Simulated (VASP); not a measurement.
# ZnO (Fm-3m) in VASP: further runs

Runs on ZnO. Level: r2SCAN. Tasks: single point.

Program: VASP 6.6.1. These are calculated values, not measurements. Logs are shortened: lines on timing, memory, paths and dates and some standing lists are left out, and cuts for length are marked.

### 1 The cell of the first run

The structure is cubic, space group Fm-3m (No. 225). Conventional cell: a = 4.180 Å, b = 4.180 Å, c = 4.180 Å, α = 90.00°, β = 90.00°, γ = 90.00°. Zn (site symmetry m-3m) has 6 O at 2.09 Å within 2.8 Å. Within 2.8 Å of O (site symmetry m-3m) lie 6 Zn at 2.09 Å.

### 2 Single point, r2SCAN (volume scaled by 0.94)

File POSCAR:

```
ZnO
1.0
    0.0000000000      2.0901987960      2.0901987960
    2.0901987960      0.0000000000      2.0901987960
    2.0901987960      2.0901987960      0.0000000000
Zn O
1 1
Direct
    0.0000000000      0.0000000000      0.0000000000
    0.5000000000      0.5000000000      0.5000000000
```

File INCAR.step1:

```
SYSTEM = ZnO
PREC = Accurate
ENCUT = 520
ISMEAR = 0
SIGMA = 0.02
LREAL = .False.
LASPH = .True.
NELM = 100
NBANDS = 16
GGA = PE
ALGO = Normal
EDIFF = 1E-4
LWAVE = .True.
LCHARG = .False.
```

File INCAR.step2:

```
SYSTEM = ZnO
PREC = Accurate
ENCUT = 520
EDIFF = 1E-6
ISMEAR = 0
SIGMA = 0.02
LREAL = .False.
LASPH = .True.
NELM = 100
ALGO = Normal
ISIF = 2
LWAVE = .False.
LCHARG = .True.
METAGGA = R2SCAN
LMIXTAU = .True.
LELF = .True.
LVHAR = .True.
NBANDS = 16
ISTART = 1
```

File KPOINTS:

```
regular mesh
0
Gamma
  12 12 12
  0 0 0
```

Potentials or basis: VASP PAW PBE potentials, release 64 (Zn, O).

Launch:

```
cat potpaw_PBE.64/Zn/POTCAR potpaw_PBE.64/O/POTCAR > POTCAR
cp INCAR.step1 INCAR
mpirun -np 1 vasp_std > vasp.out
cp INCAR.step2 INCAR
mpirun -np 1 vasp_std > vasp.out
```

OUTCAR:

```text
SYSTEM = ZnO
   PREC = Accurate
   ENCUT = 520
   EDIFF = 1E-6
   ISMEAR = 0
   LREAL = .False.
   LASPH = .True.
   NELM = 100
   ISIF = 2
   METAGGA = R2SCAN
   ISTART = 1

 ion  position               nearest neighbor table
   1  0.000  0.000  0.000-   2 2.09   2 2.09   2 2.09   2 2.09   2 2.09   2 2.09
   2  0.500  0.500  0.500-   1 2.09   1 2.09   1 2.09   1 2.09   1 2.09   1 2.09

  LATTYP: Found a face centered cubic cell.
 ALAT       =     4.1803975920

  Lattice vectors:

 A1 = (   0.0000000000,   2.0901987960,   2.0901987960)
 A2 = (   2.0901987960,   0.0000000000,   2.0901987960)
 A3 = (   2.0901987960,   2.0901987960,   0.0000000000)

Analysis of symmetry for initial positions (statically):
=====================================================================
 Subroutine PRICEL returns:
 Original cell was already a primitive cell.

 Routine SETGRP: Setting up the symmetry group for a
 face centered cubic supercell.

 Subroutine GETGRP returns: Found 48 space group operations
 (whereof 48 operations were pure point group operations)
 out of a pool of 48 trial point group operations.

The static configuration has the point symmetry O_h .

Analysis of symmetry for dynamics (positions and initial velocities):
=====================================================================
 Subroutine PRICEL returns:
 Original cell was already a primitive cell.

 Routine SETGRP: Setting up the symmetry group for a
 face centered cubic supercell.

 Subroutine GETGRP returns: Found 48 space group operations
 (whereof 48 operations were pure point group operations)
 out of a pool of 48 trial point group operations.

The dynamic configuration has the point symmetry O_h .

 Subroutine INISYM returns: Found 48 space group operations
 (whereof 48 operations are pure point group operations),
 and found     1 'primitive' translations

----------------------------------------------------------------------------------------

                                     Primitive cell

  volume of cell :      18.2639

  direct lattice vectors                    reciprocal lattice vectors
     0.000000000  2.090198796  2.090198796    -0.239211696  0.239211696  0.239211696
     2.090198796  0.000000000  2.090198796     0.239211696 -0.239211696  0.239211696
     2.090198796  2.090198796  0.000000000     0.239211696  0.239211696 -0.239211696

  length of vectors
     2.955987485  2.955987485  2.955987485     0.414326812  0.414326812  0.414326812

  position of ions in fractional coordinates (direct lattice)
     0.000000000  0.000000000  0.000000000
     0.500000000  0.500000000  0.500000000

[... 79 lines left out ...]
   NSW    =      0    number of steps for IOM
   IBRION =     -1    ionic relax: 0-MD 1-quasi-New 2-CG
   NFREE  =      0    steps in history (QN), initial steepest desc. (CG)
   ISIF   =      2    stress and relaxation
   ISYM   =      2    0-nonsym 1-usesym 2-fastsym
   POTIM  = 0.5000    time-step for ionic-motion
   TEBEG  =    0.0;   TEEND  =   0.0 temperature during run
   PSTRESS=    0.0 pullay stress
   NELECT =      18.0000    total number of electrons
   NUPDOWN=      -1.0000    fix difference up-down
   EMIN   =  10.00;   EMAX   =-10.00  energy-range for DOS
   EFERMI =   0.00;   METHOD = LEGACY
   ISMEAR =     0;   SIGMA  =   0.02  broadening in eV -4-tet -1-fermi 0-gaus
   EFERMI_NEDOS =   21; number of points for ismear=-14 and -15
   IALGO  =     38    algorithm
   IMIX   =      4    mixing-type and parameters
     AMIX     =   0.40;   BMIX     =  1.00
     AMIX_MAG =   1.60;   BMIX_MAG =  1.00
  volume/ion in A,a.u.               =       9.13        61.63
  Fermi-wavevector in a.u.,A,eV,Ry     =   1.629176  3.078697 36.112792  2.654215
  Thomas-Fermi vector in A             =   2.721685
   LORBIT       =      0    0 simple, 1 ext, 2 COOP (PROOUT), +10 PAW based schemes
   METAGGA = R2SCAN    functional components
   LHFCALC =     F    Hartree Fock is set to
   AEXX    =    0.0000 exact exchange contribution
   IVDW    =     0    specifies the selected vdW correction
   LEPSILON=     F    determine dielectric tensor
   LRPA    =     F    only Hartree local field effects (RPA)
 non-spin polarized calculation
 Gauss-broadening in eV      SIGMA  =   0.02
  energy-cutoff  :      520.00
  volume of cell :       18.26
 maximum number of plane-waves:       531
 NGX is ok and might be reduce to    24
   NGX = 11   NGY = 11   NGZ = 11

 number of electron      17.9999995 magnetization

 Free energy of the ion-electron system (eV)
  ---------------------------------------------------
  ext. energy  EPLUGINS =         0.00000000
  ---------------------------------------------------
  free energy    TOTEN  =       -17.89127278 eV

  energy without entropy =      -17.89127278  energy(sigma->0) =      -17.89127278

 E-fermi :   3.2899     XC(G=0): -13.5247

 val. band max:        3.1402454326   @ k =   0.5000   0.0000   0.0000
 cond. band min:       5.0008384009   @ k =   0.0000   0.0000   0.0000
 fundamental gap:      1.8605929683
 Fermi energy:         3.2899099556

 k-point     1 :       0.0000    0.0000    0.0000
  band No.  band energies     occupation
      1     -17.0930      2.00000
      2      -1.8965      2.00000
      3      -1.8965      2.00000
      4      -1.8965      2.00000
      5      -1.6825      2.00000
      6      -1.6825      2.00000
[... 433 lines left out ...]
      3      -3.0453      2.00000
      4      -3.0225      2.00000
      5      -1.4341      2.00000
      6      -1.4338      2.00000
[... 8 lines left out ...]
     15      28.1563      0.00000
     16      28.6171      0.00000

 [... further k-points ...]

------------------------ aborting loop because EDIFF is reached ----------------------------------------

  FORCE on cell =-STRESS in cart. coord.  units (eV):
  Direction    XX          YY          ZZ          XY          YZ          ZX
  --------------------------------------------------------------------------------------
  -------------------------------------------------------------------------------------
  Total        1.7388933      1.7388933      1.7388933      0.0000000      0.0000000     -0.0000000
  in kB      152.5424619    152.5424619    152.5424619      0.0000000      0.0000000     -0.0000000
  external PRESSURE =     152.5424619 kB  Pullay stress =       0.0000000 kB

 VOLUME and BASIS-vectors are now :
 -----------------------------------------------------------------------------
  energy-cutoff  :      520.00
  volume of cell :       18.26
      direct lattice vectors                 reciprocal lattice vectors
     0.000000000  2.090198796  2.090198796    -0.239211696  0.239211696  0.239211696
     2.090198796  0.000000000  2.090198796     0.239211696 -0.239211696  0.239211696
     2.090198796  2.090198796  0.000000000     0.239211696  0.239211696 -0.239211696

 POSITION                                       TOTAL-FORCE (eV/Angst)
 -----------------------------------------------------------------------------------
      0.00000      0.00000      0.00000         0.000000      0.000000      0.000000
      2.09020      2.09020      2.09020        -0.000000     -0.000000      0.000000
 -----------------------------------------------------------------------------------
    total drift:                                0.000000     -0.000000     -0.000000

  FREE ENERGIE OF THE ION-ELECTRON SYSTEM (eV)
  ---------------------------------------------------
  free  energy   TOTEN  =       -17.8912727842 eV

  energy  without entropy=      -17.8912727842  energy(sigma->0) =      -17.89127278
```

It took 51 s on 1 thread of Intel Xeon Platinum 8488C (Sapphire Rapids), shared host; peak memory 0.16 GiB.

What came out:

```yaml
Free_energy: -17.8913 eV
Pressure: 15.3 GPa
Band_gap_on_the_k_mesh: 1.86 eV, indirect (least direct gap 3.56 eV)
```

Caveat: the cell differs from its parent crystal (volume scaled by 0.94); the PAW data sets were made with another functional, which shifts forces and pressure a little.

### 3 Single point, r2SCAN (volume scaled by 0.97)

File POSCAR:

```
ZnO
1.0
    0.0000000000      2.1122025055      2.1122025055
    2.1122025055      0.0000000000      2.1122025055
    2.1122025055      2.1122025055      0.0000000000
Zn O
1 1
Direct
    0.0000000000      0.0000000000      0.0000000000
    0.5000000000      0.5000000000      0.5000000000
```

File INCAR.step1:

```
SYSTEM = ZnO
  PREC = Accurate
  ENCUT = 520
  ISMEAR = 0
  SIGMA = 0.02
  LREAL = .False.
  LASPH = .True.
  NELM = 100
  NBANDS = 16
  GGA = PE
  ALGO = Normal
  EDIFF = 1E-4
  LWAVE = .True.
  LCHARG = .False.
```

File INCAR.step2:

```
SYSTEM = ZnO
  PREC = Accurate
  ENCUT = 520
  EDIFF = 1E-6
  ISMEAR = 0
  SIGMA = 0.02
  LREAL = .False.
  LASPH = .True.
  NELM = 100
  ALGO = Normal
  ISIF = 2
  LWAVE = .False.
  LCHARG = .True.
  METAGGA = R2SCAN
  LMIXTAU = .True.
  LELF = .True.
  LVHAR = .True.
  NBANDS = 16
  ISTART = 1
```

KPOINTS is that of step 2.

Potentials or basis: VASP PAW PBE potentials, release 64 (Zn, O).

Launch:

```
cat potpaw_PBE.64/Zn/POTCAR potpaw_PBE.64/O/POTCAR > POTCAR
cp INCAR.step1 INCAR
mpirun -np 1 vasp_std > vasp.out
cp INCAR.step2 INCAR
mpirun -np 1 vasp_std > vasp.out
```

Wall time 50 s (1 thread of Intel Xeon Platinum 8488C (Sapphire Rapids), shared host); peak memory 0.15 GiB.

Results (log left out):

```yaml
Free_energy: -17.9327 eV
Pressure: 7.8 GPa
Band_gap_on_the_k_mesh: 1.70 eV, indirect (least direct gap 3.26 eV)
```

Levels at points of the mesh, in eV from the valence-band top:
| k point | band 6 | band 7 | band 8 | band 9 | band 10 | band 11 | band 12 | band 13 |
| --- | --- | --- | --- | --- | --- | --- | --- | --- |
| (0.00, 0.00, 0.00) | -4.77 | -1.56 | -1.56 | -1.56 | 1.70 | 19.01 | 19.01 | 19.01 |
| (0.50, 0.00, 0.00) | -4.52 | -3.67 | 0.00 | 0.00 | 6.24 | 10.35 | 13.95 | 13.95 |
| (0.50, 0.50, 0.00) | -4.40 | -4.07 | -3.08 | -3.08 | 5.17 | 11.91 | 12.02 | 16.99 |

Caveat: the cell differs from its parent crystal (volume scaled by 0.97); the PAW data sets were made with another functional, which shifts forces and pressure a little.

### 4 Single point, r2SCAN

This run uses another cell than the first one, of 9.71 Å³/atom, 1.064 times its volume.

File POSCAR:

```
ZnO
1.0
    0.0000000000      2.1337570811      2.1337570811
    2.1337570811      0.0000000000      2.1337570811
    2.1337570811      2.1337570811      0.0000000000
Zn O
1 1
Direct
    0.0000000000      0.0000000000      0.0000000000
    0.5000000000      0.5000000000      0.5000000000
```

File INCAR.step1:

```
PREC = Accurate
ENCUT = 520
ISMEAR = 0
SIGMA = 0.02
LREAL = F
LASPH = T
NELM = 60
NBANDS = 16
GGA = PE
ALGO = Normal
EDIFF = 1E-4
LWAVE = T
LCHARG = F
```

File INCAR.step2:

```
PREC = Accurate
ENCUT = 520
EDIFF = 1E-6
ISMEAR = 0
SIGMA = 0.02
LREAL = F
LASPH = T
NELM = 60
ALGO = Normal
ISIF = 2
LWAVE = F
LCHARG = F
METAGGA = R2SCAN
LMIXTAU = T
NBANDS = 16
ISTART = 1
```

File KPOINTS:

```
regular mesh
0
Gamma
  12 12 12
```

Launch:

```
cat potpaw_PBE.64/Zn/POTCAR potpaw_PBE.64/O/POTCAR > POTCAR
cp INCAR.step1 INCAR
mpirun -np 1 vasp_std > vasp.out
cp INCAR.step2 INCAR
mpirun -np 1 vasp_std > vasp.out
```

Wall time 45 s (1 thread of Intel Xeon Platinum 8488C (Sapphire Rapids), shared host); peak memory 0.16 GiB.

Results (log left out):

| Property | Result |
| --- | --- |
| Free energy | -17.9490 eV |
| Pressure | 1.5 GPa |
| Band gap on the k mesh | 1.55 eV, indirect (least direct gap 2.98 eV) |

Levels at points of the mesh, in eV from the valence-band top:
| k point | band 7 | band 8 | band 9 | band 10 | band 11 | band 12 |
| --- | --- | --- | --- | --- | --- | --- |
| (0.00, 0.00, 0.00) | -1.44 | -1.44 | -1.44 | 1.55 | 18.83 | 18.83 |
| (0.50, 0.00, 0.00) | -3.64 | 0.00 | 0.00 | 6.19 | 10.06 | 13.79 |
| (0.50, 0.50, 0.00) | -4.09 | -2.90 | -2.90 | 5.03 | 11.70 | 11.95 |

Caveat: the PAW data sets were made with another functional, which shifts forces and pressure a little. A k mesh can miss the band edges.

### 5 Single point, r2SCAN

This run uses another cell than the first one, of 9.71 Å³/atom, 1.064 times its volume.

POSCAR is that of step 4.

File INCAR.step1:

```
SYSTEM = ZnO
ALGO = Normal
EDIFF = 1E-4
ENCUT = 520
GGA = PE
ISMEAR = 0
LASPH = .True.
LCHARG = .False.
LREAL = .False.
LWAVE = .True.
NBANDS = 16
NELM = 80
PREC = Accurate
SIGMA = 0.02
```

File INCAR.step2:

```
SYSTEM = ZnO
ALGO = Normal
EDIFF = 1E-7
ENCUT = 520
ISIF = 2
ISMEAR = 0
ISTART = 1
LASPH = .True.
LCHARG = .False.
LMIXTAU = .True.
LREAL = .False.
LWAVE = .False.
METAGGA = R2SCAN
NBANDS = 16
NELM = 80
PREC = Accurate
SIGMA = 0.02
```

File KPOINTS:

```
k-points
0
Gamma
  12 12 12
  0 0 0
```

Launch:

```
cat potpaw_PBE.64/Zn/POTCAR potpaw_PBE.64/O/POTCAR > POTCAR
cp INCAR.step1 INCAR
mpirun -np 1 vasp_std > vasp.out
cp INCAR.step2 INCAR
mpirun -np 1 vasp_std > vasp.out
```

Run time: 51 s. Hardware: 1 thread of Intel Xeon Platinum 8488C (Sapphire Rapids), shared host; peak memory 0.15 GiB.

It converged, with:

```
Free energy            : -17.9490 eV
Pressure               : 1.5 GPa
Band gap on the k mesh : 1.55 eV, indirect (least direct gap 2.98 eV)
```

Levels at points of the mesh, in eV from the valence-band top:
```
           k point  band 6  band 7  band 8  band 9  band 10  band 11  band 12  band 13
(0.00, 0.00, 0.00)   -4.73   -1.44   -1.44   -1.44     1.55    18.83    18.83    18.83
(0.50, 0.00, 0.00)   -4.50   -3.64    0.00    0.00     6.19    10.06    13.79    13.79
(0.50, 0.50, 0.00)   -4.38   -4.09   -2.90   -2.90     5.03    11.70    11.95    16.65
```

Caveat: the PAW data sets were made with another functional, which shifts forces and pressure a little.

### 6 Single point, r2SCAN (volume scaled by 1.03)

File POSCAR:

```
ZnO
1.0
    0.0000000000      2.1548847628      2.1548847628
    2.1548847628      0.0000000000      2.1548847628
    2.1548847628      2.1548847628      0.0000000000
Zn O
1 1
Direct
    0.0000000000      0.0000000000      0.0000000000
    0.5000000000      0.5000000000      0.5000000000
```

File INCAR.step1:

```
PREC = Accurate
ENCUT = 520
ISMEAR = 0
SIGMA = 0.02
LREAL = False
LASPH = True
NELM = 60
NBANDS = 16
GGA = PE
ALGO = Normal
EDIFF = 1E-4
LWAVE = True
LCHARG = False
```

File INCAR.step2:

```
PREC = Accurate
ENCUT = 520
EDIFF = 1E-6
ISMEAR = 0
SIGMA = 0.02
LREAL = False
LASPH = True
NELM = 60
ALGO = Normal
ISIF = 2
LWAVE = False
LCHARG = False
METAGGA = R2SCAN
LMIXTAU = True
NBANDS = 16
ISTART = 1
```

File KPOINTS:

```
regular mesh
0
Gamma
  12 12 12
```

Potentials or basis: VASP PAW PBE potentials, release 64 (Zn, O).

Launch:

```
cat potpaw_PBE.64/Zn/POTCAR potpaw_PBE.64/O/POTCAR > POTCAR
cp INCAR.step1 INCAR
mpirun -np 1 vasp_std > vasp.out
cp INCAR.step2 INCAR
mpirun -np 1 vasp_std > vasp.out
```

Wall time 53 s (1 thread of Intel Xeon Platinum 8488C (Sapphire Rapids), shared host); peak memory 0.16 GiB.

Results (log left out):

| Item | Value |
| --- | --- |
| Free energy | -17.9441 eV |
| Pressure | -3.9 GPa |
| Band gap on the k mesh | 1.40 eV, indirect (least direct gap 2.73 eV) |

Levels at points of the mesh, in eV from the valence-band top:
```tsv
k point	band 7	band 8	band 9	band 10	band 11	band 12
(0.00, 0.00, 0.00)	-1.32	-1.32	-1.32	1.40	18.65	18.65
(0.50, 0.00, 0.00)	-3.62	0.00	0.00	6.14	9.78	13.62
(0.50, 0.50, 0.00)	-4.11	-2.73	-2.73	4.89	11.51	11.89
```

Caveat: the cell differs from its parent crystal (volume scaled by 1.03); the PAW data sets were made with another functional, which shifts forces and pressure a little. A k mesh can miss the band edges.

### 7 Overview

```tsv
cell	gap on the mesh (eV)	pressure (GPa)
a = 2.956 Å, angles 60.0°, 2 atoms	1.86	15.3
a = 2.987 Å, angles 60.0°, 2 atoms	1.70	7.8
a = 3.018 Å, angles 60.0°, 2 atoms	1.55	1.5
a = 3.047 Å, angles 60.0°, 2 atoms	1.40	-3.9
```

Alike in all rows: task single point; level r2SCAN; potentials or basis VASP PAW PBE potentials, release 64 (Zn, O); no spin polarisation; k mesh 12 × 12 × 12; cutoff (eV) 520; smearing gaussian 0.02 eV.

Caveats: the PAW data sets were made with another functional, which shifts forces and pressure a little.

Total energies depend on the potentials used, so only differences within one code and one set of settings carry meaning.
